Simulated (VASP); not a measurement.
# Mg32O31 (a cell with a defect) in VASP: a series of runs, part 2 of 2

VASP 6.6.1. Earlier steps stand in the parts before.

### 3 Single point, PBE+D3(BJ)

INCAR reads:

```
SYSTEM = Mg32O31
PREC = Accurate
ENCUT = 520
EDIFF = 1E-6
ISMEAR = 0
SIGMA = 0.05
LREAL = Auto
LASPH = .True.
NELM = 60
ALGO = Normal
ISIF = 2
LWAVE = .False.
LCHARG = .False.
GGA = PE
IVDW = 12
NBANDS = 162
```

KPOINTS reads:

```
Automatic mesh
0
Gamma
  1 1 1
  0 0 0
```

POSCAR reads:

```
Mg32O31
1.0
    8.8332000000      0.0000000000      0.0000000000
    0.0000000000      8.8332000000      0.0000000000
    0.0000000000      0.0000000000      8.8332000000
Mg O
32 31
Direct
    0.5000056605     -0.0000056605     -0.0000056605
    0.7500000000      0.2500000000     -0.0023220350
    0.7500000000     -0.0023220350      0.2500000000
   -0.0000056605     -0.0000056605     -0.0000056605
    0.2500000000      0.2500000000     -0.0096644478
    0.5000056605      0.5000056605     -0.0000056605
    0.7500000000      0.7500000000     -0.0006618213
    0.2500000000     -0.0096644478      0.2500000000
    0.5096644478      0.2500000000      0.2500000000
    0.7500000000      0.5023220350      0.2500000000
    0.5000056605     -0.0000056605      0.5000056605
    0.7500000000      0.2500000000      0.5023220350
    0.7500000000     -0.0006618213      0.7500000000
   -0.0000056605      0.5000056605     -0.0000056605
    0.2500000000      0.7500000000     -0.0023220350
   -0.0096644478      0.2500000000      0.2500000000
    0.2500000000      0.5096644478      0.2500000000
    0.5023220350      0.7500000000      0.2500000000
   -0.0000056605     -0.0000056605      0.5000056605
    0.2500000000      0.2500000000      0.5096644478
    0.5000056605      0.5000056605      0.5000056605
    0.7500000000      0.7500000000      0.5006618213
    0.2500000000     -0.0023220350      0.7500000000
    0.5023220350      0.2500000000      0.7500000000
    0.7500000000      0.5006618213      0.7500000000
   -0.0023220350      0.7500000000      0.2500000000
   -0.0000056605      0.5000056605      0.5000056605
    0.2500000000      0.7500000000      0.5023220350
   -0.0023220350      0.2500000000      0.7500000000
    0.2500000000      0.5023220350      0.7500000000
    0.5006618213      0.7500000000      0.7500000000
   -0.0006618213      0.7500000000      0.7500000000
    0.7500000000      0.2500000000      0.2500000000
   -0.0006084998      0.5006084998      0.2500000000
   -0.0006084998      0.2500000000      0.5006084998
    0.5006084998      0.5006084998      0.2500000000
    0.7500000000      0.7500000000      0.2500000000
   -0.0006084998     -0.0006084998      0.2500000000
    0.5006084998      0.2500000000      0.5006084998
    0.7500000000      0.5000629443      0.5000629443
   -0.0000629443      0.7500000000      0.5000629443
    0.7500000000      0.2500000000      0.7500000000
   -0.0000629443      0.5000629443      0.7500000000
   -0.0006084998      0.2500000000     -0.0006084998
    0.2500000000      0.7500000000      0.2500000000
    0.5006084998     -0.0006084998      0.2500000000
    0.2500000000      0.5006084998      0.5006084998
    0.5000629443      0.7500000000      0.5000629443
    0.7500000000     -0.0000629443      0.5000629443
    0.2500000000      0.2500000000      0.7500000000
    0.5000629443      0.5000629443      0.7500000000
    0.7500000000      0.7500000000      0.7500000000
   -0.0000629443     -0.0000629443      0.7500000000
    0.5006084998      0.2500000000     -0.0006084998
    0.7500000000      0.5000629443     -0.0000629443
   -0.0000629443      0.7500000000     -0.0000629443
    0.2500000000     -0.0006084998      0.5006084998
    0.2500000000      0.7500000000      0.7500000000
    0.5000629443     -0.0000629443      0.7500000000
    0.2500000000      0.5006084998     -0.0006084998
    0.5000629443      0.7500000000     -0.0000629443
    0.7500000000     -0.0000629443     -0.0000629443
    0.2500000000     -0.0006084998     -0.0006084998
```

Potentials or basis: VASP PAW PBE potentials, release 64 (Mg, O).

The run is started by

```bash
$ cat potpaw_PBE.64/Mg/POTCAR potpaw_PBE.64/O/POTCAR > POTCAR
$ mpirun -np 1 vasp_gam > vasp.out
```

Wall time 5.7 min (1 thread of Intel Xeon 8259CL, shared host); peak memory 0.7 GiB.

The run converged. Its results:

```yaml
Free_energy: -382.3041 eV
Pressure: -16.3 GPa
Largest_force: 0.027 eV/Å
Band_gap_on_the_k_mesh: 2.10 eV
Dispersion_energy_per_atom: -0.254 eV
```

Forces on the atoms (eV/Å):
```
Mg   0.013 -0.013 -0.013
Mg   0.000  0.000 -0.019
Mg   0.000 -0.019  0.000
Mg  -0.013 -0.013 -0.013
Mg   0.000  0.000  0.007
Mg   0.013  0.013 -0.013
Mg   0.000  0.000 -0.010
Mg   0.000  0.007  0.000
Mg  -0.007  0.000  0.000
Mg   0.000  0.019  0.000
Mg   0.013 -0.013  0.013
Mg   0.000  0.000  0.019
Mg   0.000 -0.010  0.000
Mg  -0.013  0.013 -0.013
Mg   0.000  0.000 -0.019
Mg   0.007  0.000  0.000
Mg   0.000 -0.007  0.000
Mg   0.019  0.000  0.000
Mg  -0.013 -0.013  0.013
Mg   0.000  0.000 -0.007
Mg   0.013  0.013  0.013
Mg   0.000  0.000  0.010
Mg   0.000 -0.019  0.000
Mg   0.019  0.000  0.000
Mg   0.000  0.010  0.000
Mg  -0.019  0.000  0.000
Mg  -0.013  0.013  0.013
Mg   0.000  0.000  0.019
Mg  -0.019  0.000  0.000
Mg   0.000  0.019  0.000
Mg   0.010  0.000  0.000
Mg  -0.010  0.000  0.000
O    0.000  0.000  0.000
O    0.019 -0.019  0.000
O    0.019  0.000 -0.019
O   -0.019 -0.019  0.000
O    0.000  0.000  0.000
O    0.019  0.019  0.000
O   -0.019  0.000 -0.019
O    0.000 -0.012 -0.012
O    0.012  0.000 -0.012
O    0.000  0.000  0.000
O    0.012 -0.012  0.000
O    0.019  0.000  0.019
O    0.000  0.000  0.000
O   -0.019  0.019  0.000
O    0.000 -0.019 -0.019
O   -0.012  0.000 -0.012
O    0.000  0.012 -0.012
O    0.000  0.000  0.000
O   -0.012 -0.012  0.000
O    0.000  0.000  0.000
O    0.012  0.012  0.000
O   -0.019  0.000  0.019
O    0.000 -0.012  0.012
O    0.012  0.000  0.012
O    0.000  0.019 -0.019
O    0.000  0.000  0.000
O   -0.012  0.012  0.000
O    0.000 -0.019  0.019
O   -0.012  0.000  0.012
O    0.000  0.012  0.012
O    0.000  0.019  0.019
```

Levels at points of the mesh, in eV from the valence-band top:
| k point | band 123 | band 124 | band 125 | band 126 | band 127 | band 128 |
| --- | --- | --- | --- | --- | --- | --- |
| (0.00, 0.00, 0.00) | -2.08 | -2.08 | 0.00 | 2.10 | 3.82 | 3.82 |

Caveat: the k points lie up to 0.71 Å⁻¹ apart.
